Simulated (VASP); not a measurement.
Input of a VASP 6.6.1 run:

Contents of INCAR:

```
SYSTEM = Ba9S8
ALGO     = Normal         ! electronic algorithm
EDIFF    = 1E-6           ! SCF threshold, eV
ENCUT    = 520            ! plane-wave cutoff, eV
GGA      = PE             ! functional
ISIF     = 2              ! what is computed and relaxed
ISMEAR   = 0              ! smearing method
LASPH    = .True.         ! aspherical terms in the spheres
LCHARG   = .False.        ! write CHGCAR
LREAL    = Auto         
LWAVE    = .False.        ! write WAVECAR
NBANDS   = 83             ! bands
NELM     = 80             ! most SCF steps
PREC     = Accurate       ! precision mode
SIGMA    = 0.02           ! smearing width, eV
```

KPOINTS

```
k-points
0
Gamma
  2 2 2
  0 0 0
```

POSCAR

```
Ba9S8
1.0
    6.4285179485      0.0000000000      6.4285179485
    0.0000000000     -6.4285179485      6.4285179485
    6.4285179485     -6.4285179485      0.0000000000
Ba S
9 8
Direct
    0.0021474623      0.5001359607      0.5022857564
    0.0021547735     -0.0049837303      0.5022922897
    0.5056655400      0.4977823856      0.4983663460
    0.5453778037      0.0138114260      0.4265945933
   -0.0017707814      0.4977795078      1.0058104452
   -0.0735447896      0.0138221594      1.0455036532
    0.5112254529      0.4610921248      1.0113648359
    0.5112230418      0.0159222547      1.0113649137
    0.3425561720      0.9071782247      0.8426930660
    0.7530327423      0.7297054372      0.2531666728
    0.7530364757      0.2636866714      0.2531741395
    0.2476262045      0.7571761546      0.2376223435
    0.2430042994      0.2469420655      0.2627089966
    0.7374881797      0.7571696990      0.7477723541
    0.7625555438      0.2469491433      0.7431409601
    0.2447755474      0.7254847910      0.7449124415
    0.2447600695      0.2844390441      0.7449017858
```

Potentials or basis: VASP PAW PBE potentials, release 64 (Ba_sv, S).

Command:

```sh
$ cat potpaw_PBE.64/Ba_sv/POTCAR potpaw_PBE.64/S/POTCAR > POTCAR
$ mpirun -np 1 vasp_std > vasp.out
```

**Question.** Estimate the largest force.

**Answer.** 0.517 eV/Å.

**Question.** Estimate the band gap on the k mesh.

**Answer.** Zero (bands 69 and 70 overlap by 0.64 eV).

Stress tensor (GPa, compression positive):
```
2.88 0.00 0.00
0.00 5.09 0.34
0.00 0.34 5.09
```

Caveat: the k points lie up to 0.42 Å⁻¹ apart, too coarse for converged energies and pressures of a metal; spin-orbit coupling is left out, which moves the levels of the heavy elements.
